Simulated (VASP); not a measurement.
A run of VASP 6.6.1 is set up as follows.

The input INCAR:

```
SYSTEM = Zn2GeN3
PREC     = Accurate       ! precision mode
ENCUT    = 520            ! plane-wave cutoff, eV
EDIFF    = 1E-7           ! SCF threshold, eV
ISMEAR   = 0              ! smearing method
SIGMA    = 0.1            ! smearing width, eV
LREAL    = .False.        ! projectors in reciprocal space
LASPH    = .True.         ! aspherical terms in the spheres
NELM     = 80             ! most SCF steps
ALGO     = Normal         ! electronic algorithm
ISIF     = 2              ! what is computed and relaxed
LWAVE    = .False.        ! write WAVECAR
LCHARG   = .False.        ! write CHGCAR
GGA      = PE             ! functional
NBANDS   = 36             ! bands
```

Contents of KPOINTS:

```
regular mesh
0
Gamma
  6 6 2
  0 0 0
```

File POSCAR:

```
Zn2GeN3
1.0
    3.3756742500      0.0000000000      0.0000000000
   -1.6878371300      2.9234196600      0.0000000000
    0.0000000000      0.0000000000      8.3763732200
Zn Ge N
2 1 3
Direct
    0.3333333300      0.6666666700      0.8271350300
    0.6666666700      0.3333333300      0.1728649700
    0.0000000000      0.0000000000      0.5000000000
    0.3333333300      0.6666666700      0.3480919900
    0.6666666700      0.3333333300      0.6519080100
    0.0000000000      0.0000000000      0.0000000000
```

Potentials or basis: VASP PAW PBE potentials, release 64 (Zn, Ge_d, N).

Run with:

```bash
$ cat potpaw_PBE.64/Zn/POTCAR potpaw_PBE.64/Ge_d/POTCAR potpaw_PBE.64/N/POTCAR > POTCAR
$ mpirun -np 1 vasp_std > vasp.out
```

Q: Predict the largest force.

A: 0.930 eV/Å.

Q: What does it give for the pressure?

A: -27.3 GPa.

Forces on the atoms (eV/Å):
```
Zn   0.000  0.000  0.727
Zn   0.000  0.000 -0.727
Ge   0.000  0.000  0.000
N    0.000  0.000  0.930
N    0.000  0.000 -0.930
N    0.000  0.000  0.000
```

Caveat: the k points lie up to 0.38 Å⁻¹ apart, too coarse for converged energies and pressures of a metal.
